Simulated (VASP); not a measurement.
# Ga6HN6 (a cell with a defect) in VASP: a series of runs

Runs on Ga6HN6 (a cell with a defect). Level: PBE. Tasks: single point.

Program: VASP 6.6.1. These are calculated values, not measurements. Logs are shortened: lines on timing, memory, paths and dates and some standing lists are left out, and cuts for length are marked.

### 1 The cell of the first run

The cell holds a defect, 13 atoms: a = 5.243 Å, b = 5.574 Å, c = 5.574 Å, α = 120.00°, β = 90.00°, γ = 90.00°.

### 2 Single point, PBE

INCAR

```
SYSTEM = Ga6HN6
PREC = Accurate
ENCUT = 520
EDIFF = 1E-7
ISMEAR = 0
SIGMA = 0.02
LREAL = .FALSE.
LASPH = .TRUE.
NELM = 60
ALGO = Normal
ISIF = 2
LWAVE = .FALSE.
LCHARG = .FALSE.
GGA = PE
NBANDS = 66
NELECT = 108.0
```

KPOINTS

```
regular mesh
0
G
  3 3 3
  0 0 0
```

POSCAR

```
Ga6HN6
1.0
    0.0000000000      0.0000000000     -5.2431684262
    4.8275562260      2.7871908866      0.0000000000
    0.0000000001     -5.5743817732      0.0000000000
Ga N H
6 6 1
Direct
    0.4879564782      0.6424641899      0.6612886388
    0.4879938602      0.3574520770      0.0188008600
    0.4970422058      0.9999556243      0.3217533847
    0.0008615020      0.3347712433      0.3343372295
    0.0273588388      0.0000124286      0.6599698030
    0.0008689402      0.6652086169     -0.0004376459
    0.1210622945      0.6649871798      0.6661576760
    0.1210790782      0.3350084234      0.0011752737
    0.1288495705      0.9999943603      0.3304277035
    0.6259308749      0.3290281719      0.3337559927
    0.6337997809      0.0000055929      0.6939735644
    0.6259344986      0.6708974165      0.0046647621
    0.7005882133     -0.0001249079     -0.1299147012
```

Potentials or basis: VASP PAW PBE potentials, release 64 (Ga_d, N, H).

Launch:

```sh
cat potpaw_PBE.64/Ga_d/POTCAR potpaw_PBE.64/N/POTCAR potpaw_PBE.64/H/POTCAR > POTCAR
mpirun -np 1 vasp_std > vasp.out
```

OUTCAR:

```text
SYSTEM = Ga6HN6
   PREC = Accurate
   ENCUT = 520
   EDIFF = 1E-7
   ISMEAR = 0
   LREAL = .FALSE.
   LASPH = .TRUE.
   NELM = 60
   ISIF = 2
   GGA = PE
   NELECT = 108.0

 ion  position               nearest neighbor table
   1  0.488  0.642  0.661-   7 1.93  10 1.93  12 1.98  11 2.06
   2  0.488  0.357  0.019-   8 1.93  12 1.93  10 1.98  11 2.06
   3  0.497  1.000  0.322-  10 1.92  12 1.92   9 1.93  11 2.20
   4  0.001  0.335  0.334-   7 1.95   8 1.96  10 1.97   9 1.97
   5  0.027  0.000  0.660-   9 1.91   8 1.95   7 1.95  11 2.07
   6  0.001  0.665  1.000-   8 1.95   7 1.96  12 1.97   9 1.97
   7  0.121  0.665  0.666-   1 1.93   5 1.95   4 1.95   6 1.96
   8  0.121  0.335  0.001-   2 1.93   5 1.95   6 1.95   4 1.96
   9  0.129  1.000  0.330-   5 1.91   3 1.93   4 1.97   6 1.97
  10  0.626  0.329  0.334-   3 1.92   1 1.93   4 1.97   2 1.98
  11  0.634  0.000  0.694-  13 1.04   2 2.06   1 2.06   5 2.07   3 2.20
  12  0.626  0.671  0.005-   3 1.92   2 1.93   6 1.97   1 1.98
  13  0.701  1.000  0.870-  11 1.04

  LATTYP: Found a hexagonal cell.
 ALAT       =     5.5743817732
 C/A-ratio  =     0.9405829453

  Lattice vectors:

 A1 = (   4.8275562260,   2.7871908866,   0.0000000000)
 A2 = (   0.0000000001,  -5.5743817732,   0.0000000000)
 A3 = (   0.0000000000,   0.0000000000,  -5.2431684262)

Analysis of symmetry for initial positions (statically):
=====================================================================
 Subroutine PRICEL returns:
 Original cell was already a primitive cell.

 Routine SETGRP: Setting up the symmetry group for a
 hexagonal supercell.

 Subroutine GETGRP returns: Found  1 space group operations
 (whereof  1 operations were pure point group operations)
 out of a pool of 24 trial point group operations.

The static configuration has the point symmetry C_1 .

Analysis of symmetry for dynamics (positions and initial velocities):
=====================================================================
 Subroutine PRICEL returns:
 Original cell was already a primitive cell.

 Routine SETGRP: Setting up the symmetry group for a
 hexagonal supercell.

 Subroutine GETGRP returns: Found  1 space group operations
 (whereof  1 operations were pure point group operations)
 out of a pool of 24 trial point group operations.

The dynamic configuration has the point symmetry C_1 .

 Subroutine INISYM returns: Found  1 space group operations
[... 120 lines left out ...]
   NUPDOWN=      -1.0000    fix difference up-down
   EMIN   =  10.00;   EMAX   =-10.00  energy-range for DOS
   EFERMI =   0.00;   METHOD = LEGACY
   ISMEAR =     0;   SIGMA  =   0.02  broadening in eV -4-tet -1-fermi 0-gaus
   EFERMI_NEDOS =   21; number of points for ismear=-14 and -15
   IALGO  =     38    algorithm
   IMIX   =      4    mixing-type and parameters
     AMIX     =   0.40;   BMIX     =  1.00
     AMIX_MAG =   1.60;   BMIX_MAG =  1.00
  volume/ion in A,a.u.               =      10.85        73.24
  Fermi-wavevector in a.u.,A,eV,Ry     =   1.497534  2.829930 30.512550  2.242609
  Thomas-Fermi vector in A             =   2.609410
   LORBIT       =      0    0 simple, 1 ext, 2 COOP (PROOUT), +10 PAW based schemes
   GGA     = PE    functional components
   LHFCALC =     F    Hartree Fock is set to
   AEXX    =    0.0000 exact exchange contribution
   IVDW    =     0    specifies the selected vdW correction
   LEPSILON=     F    determine dielectric tensor
   LRPA    =     F    only Hartree local field effects (RPA)
 non-spin polarized calculation
 Gauss-broadening in eV      SIGMA  =   0.02
  energy-cutoff  :      520.00
  volume of cell :      141.10
 maximum number of plane-waves:      3817
 NGX is ok and might be reduce to    40
   NGX = 19   NGY = 21   NGZ = 21

 number of electron     107.9999965 magnetization

 Free energy of the ion-electron system (eV)
  ---------------------------------------------------
  ext. energy  EPLUGINS =         0.00000000
  ---------------------------------------------------
  free energy    TOTEN  =       -81.53356454 eV

  energy without entropy =      -81.53356454  energy(sigma->0) =      -81.53356454

 E-fermi :   5.2066     XC(G=0): -11.4976

 val. band max:        5.0657148925   @ k =   0.0000   0.0000   0.0000
 cond. band min:       6.7071771610   @ k =   0.0000   0.0000   0.0000
 fundamental gap:      1.6414622686
 Fermi energy:         5.2066266884

 k-point     1 :       0.0000    0.0000    0.0000
  band No.  band energies     occupation
      1     -11.3584      2.00000
      2     -10.2892      2.00000
      3      -9.8978      2.00000
      4      -9.8557      2.00000
      5      -9.7169      2.00000
      6      -9.6676      2.00000
[... 955 lines left out ...]
     65      13.0361      0.00000
     66      13.3683      0.00000

------------------------ aborting loop because EDIFF is reached ----------------------------------------

  FORCE on cell =-STRESS in cart. coord.  units (eV):
  Direction    XX          YY          ZZ          XY          YZ          ZX
  --------------------------------------------------------------------------------------
  -------------------------------------------------------------------------------------
  Total       -4.6808539     -8.8031954     -4.9180334     -0.0017752     -1.6393107     -0.0016118
  in kB      -53.1517793    -99.9615692    -55.8449878     -0.0201575    -18.6146128     -0.0183019
  external PRESSURE =     -69.6527788 kB  Pullay stress =       0.0000000 kB

 VOLUME and BASIS-vectors are now :
 -----------------------------------------------------------------------------
  energy-cutoff  :      520.00
  volume of cell :      141.10
      direct lattice vectors                 reciprocal lattice vectors
     0.000000000  0.000000000 -5.243168426     0.000000000  0.000000000 -0.190724371
     4.827556226  2.787190887  0.000000000     0.207144144  0.000000000  0.000000000
     0.000000000 -5.574381773  0.000000000     0.103572072 -0.179392091  0.000000000

 POSITION                                       TOTAL-FORCE (eV/Angst)
 -----------------------------------------------------------------------------------
      3.10153     -1.89560     -2.55844        -0.018545     -0.001549      0.010563
      1.72562      0.89148     -2.55863         0.019060     -0.000399      0.010939
      4.82734      0.99349     -2.60608        -0.000164      0.008596     -0.004114
      1.61613     -0.93065     -0.00452         0.001361     -0.002171      0.003009
      0.00006     -3.67889     -0.14345        -0.000405      0.013744     -0.016421
      3.21133     -3.71788     -0.00456        -0.001238     -0.001774      0.003162
      3.21026     -1.85997     -0.63475         0.003349      0.002378      0.000187
      1.61727      0.92718     -0.63484        -0.003355      0.002233     -0.000266
      4.82753      0.94524     -0.67558        -0.000257     -0.009526     -0.000780
      1.58840     -0.94342     -3.28186         0.001808     -0.004332     -0.005571
      0.00003     -3.86846     -3.32312        -0.000860      0.030133      0.013205
      3.23880      1.84392     -3.28188        -0.000746     -0.005279     -0.005160
      4.82695     -2.06334     -3.67330        -0.000007     -0.032055     -0.008753
 -----------------------------------------------------------------------------------
    total drift:                               -0.000038      0.000439     -0.001988

  FREE ENERGIE OF THE ION-ELECTRON SYSTEM (eV)
  ---------------------------------------------------
  free  energy   TOTEN  =       -81.5335645429 eV

  energy  without entropy=      -81.5335645429  energy(sigma->0) =      -81.53356454
```

It took 5.3 min on 1 thread of Intel Xeon 8259CL, shared host; peak memory 0.3 GiB.

Results:

```yaml
Free_energy: -81.5336 eV
Largest_force: 0.033 eV/Å
```

Forces in eV/Å, atoms in the order of the input:
```
Ga  -0.019 -0.002  0.011
Ga   0.019  0.000  0.011
Ga   0.000  0.009 -0.004
Ga   0.001 -0.002  0.003
Ga   0.000  0.014 -0.016
Ga  -0.001 -0.002  0.003
N    0.003  0.002  0.000
N   -0.003  0.002  0.000
N    0.000 -0.010 -0.001
N    0.002 -0.004 -0.006
N   -0.001  0.030  0.013
N   -0.001 -0.005 -0.005
H    0.000 -0.032 -0.009
```

Levels at points of the mesh, in eV from the Fermi level:
```tsv
k point	band 51	band 52	band 53	band 54	band 55	band 56	band 57	band 58
(0.00, 0.00, 0.00)	-1.25	-0.45	-0.25	-0.14	1.50	3.79	4.50	5.05
```

Caveat: the k points lie up to 0.43 Å⁻¹ apart; the cell carries a net charge on a neutralising background, which shifts energy and pressure; the cell is charged against a uniform background, so pressure and absolute levels hang on convention.

### 3 Single point, PBE (with an interstitial atom, then relaxed in part)

INCAR

```
SYSTEM = Ga6HN6
  ALGO = Normal
  EDIFF = 1E-6
  ENCUT = 520
  GGA = PE
  ISIF = 2
  ISMEAR = 0
  LASPH = .True.
  LCHARG = .False.
  LREAL = .False.
  LWAVE = .False.
  NBANDS = 66
  NELECT = 108.0
  NELM = 60
  PREC = Accurate
  SIGMA = 0.02
```

KPOINTS

```
k-points
0
Gamma
  3 3 3
  0 0 0
```

POSCAR

```
Ga6HN6
1.0
    0.0000000000      0.0000000000     -5.2431684262
    4.8275562260      2.7871908866      0.0000000000
    0.0000000001     -5.5743817732      0.0000000000
Ga N H
6 6 1
Direct
    0.4967884946      0.6685753032      0.6429553065
    0.5058367052      0.3290242607      0.0004516653
    0.4967510940      1.0260510873      0.3579431563
    0.0096634146      0.3415803052      0.3351986793
    0.0096559634      0.0067925573      0.6656361032
    0.0361533195      0.6671838741      0.0003949267
    0.1298737121      0.6733934882      0.6653989828
    0.1376440739      0.3376599012      0.0004130566
    0.1298567833      1.0083969903      0.3354201998
    0.6347290088      0.3409939134      0.3295100166
    0.6347255150      0.0119543797      0.6713791644
    0.6425944158      0.7011944299      0.0004016872
    0.7093828071     -0.1225632118      0.0005322510
```

Potentials or basis: VASP PAW PBE potentials, release 64 (Ga_d, N, H).

Launch:

```sh
cat potpaw_PBE.64/Ga_d/POTCAR potpaw_PBE.64/N/POTCAR potpaw_PBE.64/H/POTCAR > POTCAR
mpirun -np 1 vasp_std > vasp.out
```

OUTCAR:

```text
SYSTEM = Ga6HN6
   EDIFF = 1E-6
   ENCUT = 520
   GGA = PE
   ISIF = 2
   ISMEAR = 0
   LASPH = .True.
   LREAL = .False.
   NELECT = 108.0
   NELM = 60
   PREC = Accurate

 ion  position               nearest neighbor table
   1  0.497  0.669  0.643-   7 1.93  10 1.93  11 1.98  12 2.06
   2  0.506  0.329  0.000-  11 1.92  10 1.92   8 1.93  12 2.20
   3  0.497  0.026  0.358-   9 1.93  11 1.93  10 1.98  12 2.06
   4  0.010  0.342  0.335-   7 1.95   9 1.96  10 1.97   8 1.97
[... 1189 lines left out ...]
 VOLUME and BASIS-vectors are now :
 -----------------------------------------------------------------------------
  energy-cutoff  :      520.00
  volume of cell :      141.10
      direct lattice vectors                 reciprocal lattice vectors
     0.000000000  0.000000000 -5.243168426     0.000000000  0.000000000 -0.190724371
     4.827556226  2.787190887  0.000000000     0.207144144  0.000000000  0.000000000
     0.000000000 -5.574381773  0.000000000     0.103572072 -0.179392091  0.000000000

 POSITION                                       TOTAL-FORCE (eV/Angst)
 -----------------------------------------------------------------------------------
      3.22758     -1.72063     -2.60475        -0.008806      0.016760      0.011406
      1.58838      0.91454     -2.65219        -0.007115     -0.004285     -0.005246
      0.12576     -1.92270     -2.60455         0.010828     -0.015030      0.011109
      1.64900     -0.91648     -0.05067         0.001687     -0.000127      0.003884
      0.03279     -3.69158     -0.05063         0.001005      0.001812      0.003674
      3.22087      1.85737     -0.18956        -0.011707     -0.007382     -0.015245
      3.25084     -1.83231     -0.68095        -0.000293     -0.003914     -0.000817
      1.63007      0.93882     -0.72169         0.007967      0.004374     -0.001017
      0.04054     -1.84636     -0.68086        -0.003758      0.001647     -0.000423
      1.64617     -0.88640     -3.32799         0.005022      0.002100     -0.005265
      0.05771     -3.70920     -3.32797         0.002978      0.003714     -0.005645
      3.38506      1.95212     -3.36923        -0.025802     -0.015845      0.012796
      4.23588      2.44262     -3.71941         0.027995      0.016177     -0.009208
 -----------------------------------------------------------------------------------
    total drift:                                0.000709      0.000106      0.002947

  FREE ENERGIE OF THE ION-ELECTRON SYSTEM (eV)
  ---------------------------------------------------
  free  energy   TOTEN  =       -81.5335605094 eV

  energy  without entropy=      -81.5335605094  energy(sigma->0) =      -81.53356051
```

Wall time 4.5 min (1 thread of Intel Xeon 8259CL, shared host); peak memory 0.3 GiB.

What came out:

```
Free energy   : -81.5336 eV
Largest force : 0.034 eV/Å
```

Forces on the atoms (eV/Å):
```
Ga  -0.009  0.017  0.011
Ga  -0.007 -0.004 -0.005
Ga   0.011 -0.015  0.011
Ga   0.002  0.000  0.004
Ga   0.001  0.002  0.004
Ga  -0.012 -0.007 -0.015
N    0.000 -0.004 -0.001
N    0.008  0.004 -0.001
N   -0.004  0.002  0.000
N    0.005  0.002 -0.005
N    0.003  0.004 -0.006
N   -0.026 -0.016  0.013
H    0.028  0.016 -0.009
```

Caveat: the k points lie up to 0.43 Å⁻¹ apart; the cell carries a net charge on a neutralising background, which shifts energy and pressure; the cell differs from its parent crystal (with an interstitial atom, then relaxed in part); the cell is charged against a uniform background, so pressure and absolute levels hang on convention.

### 4 Single point, PBE

INCAR

```
SYSTEM = Ga6HN6
PREC = Accurate ; ENCUT = 520
EDIFF = 1E-6 ; ISMEAR = 0
SIGMA = 0.02 ; LREAL = .False.
LASPH = .True. ; NELM = 100
ALGO = Normal ; ISIF = 2
LWAVE = .False. ; LCHARG = .False.
GGA = PE ; NBANDS = 66
NELECT = 108.0
```

KPOINTS

```
Automatic mesh
0
Gamma
  3 3 3
  0 0 0
```

POSCAR

```
Ga6HN6
1.0
    0.0000000000      0.0000000000     -5.2431684262
    4.8275562260      2.7871908866      0.0000000000
    0.0000000001     -5.5743817732      0.0000000000
Ga N H
6 6 1
Direct
    0.4879938602      0.6613486929      0.6425478547
    0.4970422058      0.3217975985      0.0000441903
    0.4879564782      1.0188245915      0.3575359022
    0.0008689402      0.3343536407      0.3347912820
    0.0008615020     -0.0004339670      0.6652288275
    0.0273588388      0.6599573057     -0.0000123802
    0.1210790782      0.6661668657      0.6649916292
    0.1288495705      0.3304332307      0.0000056489
    0.1210622945      1.0011705247      0.3350128209
    0.6259344986      0.3337674228      0.3291025972
    0.6259308749      0.0047278579      0.6709718844
    0.6337997809      0.6939678883     -0.0000057452
    0.7005882133     -0.1297896846      0.0001249240
```

Launch:

```sh
cat potpaw_PBE.64/Ga_d/POTCAR potpaw_PBE.64/N/POTCAR potpaw_PBE.64/H/POTCAR > POTCAR
mpirun -np 1 vasp_std > vasp.out
```

Wall time 4.8 min (1 thread of Intel Xeon 8259CL, shared host); peak memory 0.3 GiB.

It converged, with:

- Free energy: -81.5336 eV
- Largest force: 0.034 eV/Å

Forces in eV/Å, atoms in the order of the input:
```
Ga  -0.009  0.017  0.011
Ga  -0.007 -0.004 -0.004
Ga   0.011 -0.015  0.010
Ga   0.002  0.000  0.003
Ga   0.001  0.002  0.003
Ga  -0.012 -0.007 -0.016
N    0.000 -0.004  0.000
N    0.008  0.005 -0.001
N   -0.004  0.002  0.000
N    0.005  0.002 -0.005
N    0.003  0.004 -0.006
N   -0.026 -0.016  0.013
H    0.028  0.016 -0.009
```

Levels at points of the mesh, in eV from the Fermi level:
| k point | band 50 | band 51 | band 52 | band 53 | band 54 | band 55 | band 56 | band 57 | band 58 | band 59 |
| --- | --- | --- | --- | --- | --- | --- | --- | --- | --- | --- |
| (0.00, 0.00, 0.00) | -1.50 | -1.26 | -0.46 | -0.26 | -0.15 | 1.49 | 3.78 | 4.50 | 5.04 | 6.47 |

Caveat: the k points lie up to 0.43 Å⁻¹ apart; the cell carries a net charge on a neutralising background, which shifts energy and pressure; the cell is charged against a uniform background, so pressure and absolute levels hang on convention.

### 5 Single point, PBE

INCAR

```
  ALGO = Normal
  EDIFF = 1E-7
  ENCUT = 520
  GGA = PE
  ISIF = 2
  ISMEAR = 0
  LASPH = T
  LCHARG = F
  LREAL = F
  LWAVE = F
  NBANDS = 66
  NELECT = 108.0
  NELM = 80
  PREC = Accurate
  SIGMA = 0.02
```

KPOINTS

```
k-points
0
Gamma
  3 3 3
```

POSCAR

```
Ga6HN6
1.0
    0.0000000000      0.0000000000     -5.2431684262
    4.8275562260      2.7871908866      0.0000000000
    0.0000000001     -5.5743817732      0.0000000000
Ga N H
6 6 1
Direct
    0.4746656597      0.6351099514      0.6351211332
    0.5014225724      0.3453376661      0.0059550991
    0.5014240982      1.0059447830      0.3453558098
    0.0028375972      0.3363099100      0.3363201504
    0.0138944611      0.0076316045      0.6736468529
    0.0138990385      0.6736368978      0.0076429323
    0.1180684940      0.6688688539      0.6688792274
    0.1304997178      0.3429221582      0.0071831309
    0.1305004807      1.0071735620      0.3429336294
    0.6296643044      0.3305212669      0.3305336696
    0.6368822682     -0.0026611808      0.7020030095
    0.6368839848      0.7019901667     -0.0026450296
    0.6686836498     -0.1048091366     -0.1047834709
```

Launch:

```sh
cat potpaw_PBE.64/Ga_d/POTCAR potpaw_PBE.64/N/POTCAR potpaw_PBE.64/H/POTCAR > POTCAR
mpirun -np 1 vasp_std > vasp.out
```

Run time: 5.8 min. Hardware: 1 thread of Intel Xeon 8259CL, shared host; peak memory 0.3 GiB.

The run converged. Its results:

- Free energy: -80.5762 eV
- Largest force: 0.049 eV/Å

Forces in eV/Å, atoms in the order of the input:
```
Ga  -0.018  0.011  0.044
Ga   0.000  0.001  0.026
Ga  -0.001  0.000  0.026
Ga   0.006 -0.003 -0.020
Ga   0.000  0.002 -0.026
Ga  -0.002 -0.001 -0.026
N    0.001 -0.001 -0.035
N    0.001  0.003 -0.009
N   -0.002 -0.003 -0.009
N    0.011 -0.006  0.010
N    0.006  0.002  0.008
N    0.002 -0.006  0.008
H   -0.002  0.001  0.003
```

Levels at points of the mesh, in eV from the Fermi level:
| k point | band 52 | band 53 | band 54 | band 55 | band 56 | band 57 |
| --- | --- | --- | --- | --- | --- | --- |
| (0.00, 0.00, 0.00) | -0.29 | -0.21 | -0.09 | 1.30 | 3.54 | 4.82 |

Caveat: the k points lie up to 0.43 Å⁻¹ apart; the cell carries a net charge on a neutralising background, which shifts energy and pressure; the cell is charged against a uniform background, so pressure and absolute levels hang on convention.
